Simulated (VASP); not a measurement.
# WS2 in VASP: notebook, part 2 of 2

VASP 6.6.1. Earlier steps stand in the parts before.

### Step 3. Single point, PBE+D3(BJ) (biaxial strain -0.020, then relaxed in part)

INCAR

```
SYSTEM = WS2
PREC     = Accurate       ! precision mode
ENCUT    = 520            ! plane-wave cutoff, eV
EDIFF    = 1E-6           ! SCF threshold, eV
ISMEAR   = 0              ! smearing method
SIGMA    = 0.02           ! smearing width, eV
LREAL    = .False.        ! projectors in reciprocal space
LASPH    = .True.         ! aspherical terms in the spheres
NELM     = 80             ! most SCF steps
ALGO     = Normal         ! electronic algorithm
ISIF     = 2              ! what is computed and relaxed
LWAVE    = .False.        ! write WAVECAR
LCHARG   = .True.         ! write CHGCAR
LDIPOL   = .True.       
IDIPOL   = 3            
DIPOL    = 0.5 0.5 0.500
GGA      = PE             ! functional
IVDW     = 12             ! dispersion correction
LELF     = .True.         ! ELF
LVHAR    = .True.       
LVACPOTAV= .True.       
NBANDS   = 20             ! bands
```

KPOINTS

```
regular mesh
0
Gamma
  12 12 1
  0 0 0
```

POSCAR

```
WS2
1.0
    3.0965449765      0.0000000000      0.0000000000
   -1.5482724883      2.6816866136      0.0000000000
    0.0000000000      0.0000000000     32.2905332550
S W
2 1
Direct
    0.3333333333      0.6666666667      0.4504790950
    0.3333333333      0.6666666667      0.5495209050
    0.6666666667      0.3333333333      0.5000000000
```

Potentials or basis: VASP PAW PBE potentials, release 64 (S, W_sv).

Started as:

```
$ cat potpaw_PBE.64/S/POTCAR potpaw_PBE.64/W_sv/POTCAR > POTCAR
$ mpirun -np 1 vasp_std > vasp.out
```

OUTCAR:

```text
SYSTEM = WS2
   PREC = Accurate
   ENCUT = 520
   EDIFF = 1E-6
   ISMEAR = 0
   LREAL = .False.
   LASPH = .True.
   NELM = 80
   ISIF = 2
   GGA = PE
   IVDW = 12
 IVDW          = 12

 ion  position               nearest neighbor table
   1  0.333  0.667  0.450-   3 2.40   3 2.40   3 2.40
   2  0.333  0.667  0.550-   3 2.40   3 2.40   3 2.40
   3  0.667  0.333  0.500-   1 2.40   2 2.40   1 2.40   2 2.40   1 2.40   2 2.40

  LATTYP: Found a hexagonal cell.
 ALAT       =     3.0965449765
 C/A-ratio  =    10.4279232177

  Lattice vectors:

 A1 = (   3.0965449765,   0.0000000000,   0.0000000000)
 A2 = (  -1.5482724883,   2.6816866136,   0.0000000000)
 A3 = (   0.0000000000,   0.0000000000,  32.2905332550)

Analysis of symmetry for initial positions (statically):
=====================================================================
 Subroutine PRICEL returns:
 Original cell was already a primitive cell.

 Routine SETGRP: Setting up the symmetry group for a
 hexagonal supercell.

 Subroutine GETGRP returns: Found 12 space group operations
 (whereof 12 operations were pure point group operations)
[... 164 lines left out ...]

 val. band max:       -3.1056098425   @ k =   0.3333   0.3333   0.0000
 cond. band min:      -1.2321703850   @ k =   0.1667   0.1667   0.0000
 fundamental gap:      1.8734394575
 Fermi energy:        -2.9491910769

 k-point     1 :       0.0000    0.0000    0.0000
  band No.  band energies     occupation
      1     -77.0436      2.00000
      2     -41.3449      2.00000
      3     -41.0940      2.00000
      4     -41.0940      2.00000
      5     -18.1296      2.00000
      6     -16.5294      2.00000
[... 426 lines left out ...]
     19       4.2608      0.00000
     20       6.2475      0.00000

------------------------ aborting loop because EDIFF is reached ----------------------------------------

 vacuum level on the upper side and lower side of the slab       (xc-potential included)        -0.132        -0.132

 Edisp (eV)   -0.96509

 E8    (eV) :    -0.4344

  FORCE on cell =-STRESS in cart. coord.  units (eV):
  Direction    XX          YY          ZZ          XY          YZ          ZX
  --------------------------------------------------------------------------------------
  -------------------------------------------------------------------------------------
  Total       2.04086     2.04086    -0.01048    -0.00000     0.00000     0.00000
  in kB      12.19446    12.19446    -0.06261    -0.00000     0.00000     0.00000
  external pressure =        8.11 kB  Pullay stress =        0.00 kB

 VOLUME and BASIS-vectors are now :
 -----------------------------------------------------------------------------
  energy-cutoff  :      520.00
  volume of cell :      268.14
      direct lattice vectors                 reciprocal lattice vectors
     3.096544977  0.000000000  0.000000000     0.322940570  0.186449825  0.000000000
    -1.548272488  2.681686614  0.000000000     0.000000000  0.372899650  0.000000000
     0.000000000  0.000000000 32.290533255     0.000000000  0.000000000  0.030968829

 POSITION                                       TOTAL-FORCE (eV/Angst)
 -----------------------------------------------------------------------------------
     -0.00000      1.78779     14.54621         0.000000      0.000000     -0.005444
     -0.00000      1.78779     17.74432         0.000000     -0.000000      0.005444
      1.54827      0.89390     16.14527        -0.000000      0.000000      0.000000
 -----------------------------------------------------------------------------------
    total drift:                                0.000000     -0.000000      0.000000

  FREE ENERGIE OF THE ION-ELECTRON SYSTEM (eV)
  ---------------------------------------------------
  free  energy   TOTEN  =       -24.5538945015 eV

  energy  without entropy=      -24.5538945015  energy(sigma->0) =      -24.55389450

 vacuum level on the upper side and lower side of the slab         2.464         2.464
```

OSZICAR:

```text
N       E                     dE             d eps       ncg     rms          rms(c)
DAV:   1     0.190398267484E+03    0.19040E+03   -0.12657E+04   928   0.974E+02
DAV:   2    -0.590959671323E+01   -0.19631E+03   -0.18929E+03  1068   0.219E+02
DAV:   3    -0.245973188769E+02   -0.18688E+02   -0.18614E+02  1056   0.695E+01
[... 14 lines left out ...]
DAV:  18    -0.235887902699E+02   -0.28907E-04   -0.97787E-07   820   0.408E-03    0.946E-03
DAV:  19    -0.235887972185E+02   -0.69485E-05   -0.31279E-07   788   0.238E-03    0.700E-03
DAV:  20    -0.235888039451E+02   -0.67267E-05   -0.20426E-07   696   0.199E-03    0.141E-03
DAV:  21    -0.235888074274E+02   -0.34823E-05   -0.95191E-08   668   0.120E-03    0.239E-03
DAV:  22    -0.235888081835E+02   -0.75609E-06   -0.15030E-08   556   0.630E-04
   1 F= -.24553895E+02 E0= -.24553895E+02  d E =-.427168E-30
```

It took 79 s on 1 thread of AMD EPYC 9R45 (Zen 5), shared host; peak memory 0.38 GiB.

What came out:

| Quantity | Value |
| --- | --- |
| Free energy | -24.5539 eV |
| Largest force | 0.005 eV/Å |
| Band gap on the k mesh | 1.87 eV (least direct gap 2.23 eV) |
| Dispersion energy per atom | -0.322 eV |
| Ionisation potential of the upper face | 5.57 eV |

Forces on the atoms (eV/Å):
```
S    0.000  0.000 -0.005
S    0.000  0.000  0.005
W    0.000  0.000  0.000
```

Caveat: the cell differs from its parent crystal (biaxial strain -0.020, then relaxed in part); spin-orbit coupling is left out, which moves the levels of the heavy elements.
